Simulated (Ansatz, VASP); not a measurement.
## Two plane-wave programs on AlN

File INCAR:

```
SYSTEM = AlN
PREC = Accurate
ENCUT = 600
EDIFF = 1E-6
ISMEAR = 0
SIGMA = 0.01
LREAL = .FALSE.
LASPH = .TRUE.
NELM = 120
ALGO = Normal
ISIF = 2
LWAVE = .FALSE.
LCHARG = .FALSE.
GGA = PE
NBANDS = 16
GGA_COMPAT = .FALSE.
```

KPOINTS

```
regular mesh
0
G
  6 6 4
  0 0 0
```

File POSCAR:

```
AlN
1.0
    3.1130000000      0.0000000000      0.0000000000
   -1.5565000000      2.6959370820      0.0000000000
    0.0000000000      0.0000000000      4.9810000000
Al N
2 2
Direct
    0.3333333333      0.6666666667      0.0000000000
    0.6666666667      0.3333333333      0.5000000000
    0.3333333333      0.6666666667      0.3800000000
    0.6666666667      0.3333333333      0.8800000000
```

Input for Ansatz:

```yaml
crystal:
  lattice:
    a: 3.113
    b: 3.113
    c: 4.981
    alpha: 90.0
    beta: 90.0
    gamma: 120.0
  space_group: 186
  atoms:
    - { symbol: Al, position: [0.3333333333333333, 0.6666666666666666, 0.0] }
    - { symbol: "N", position: [0.3333333333333333, 0.6666666666666666, 0.38] }
kpoints:
  mp_grid:
    grid: [6, 6, 4]
hamiltonian:
  xc: pbe
scf:
  occupations:
    method: fixed
output:
  eigenvalues: true
```

Alike in both runs: task single point; functional PBE; k mesh 6 × 6 × 4; no spin polarisation.

|  | VASP | Ansatz |
| --- | --- | --- |
| version | VASP 6.6.1 | Ansatz 0.2.0 |
| potentials or method | VASP PAW PBE potentials, release 64 (Al, N) | plane waves, PAW |
| plane-wave cutoff (eV) | 600 | 420 |
| occupations | gaussian, width 0.01 eV | fixed |
| valence electrons in the cell | 16 | 16 |

Ansatz gave:

| Quantity | Value |
| --- | --- |
| gap on the k mesh at the Fermi level (eV) | 4.21 |

**Question.** Estimate VASP's values.

**Answer.** gap on the k mesh at the Fermi level (eV): 4.22.
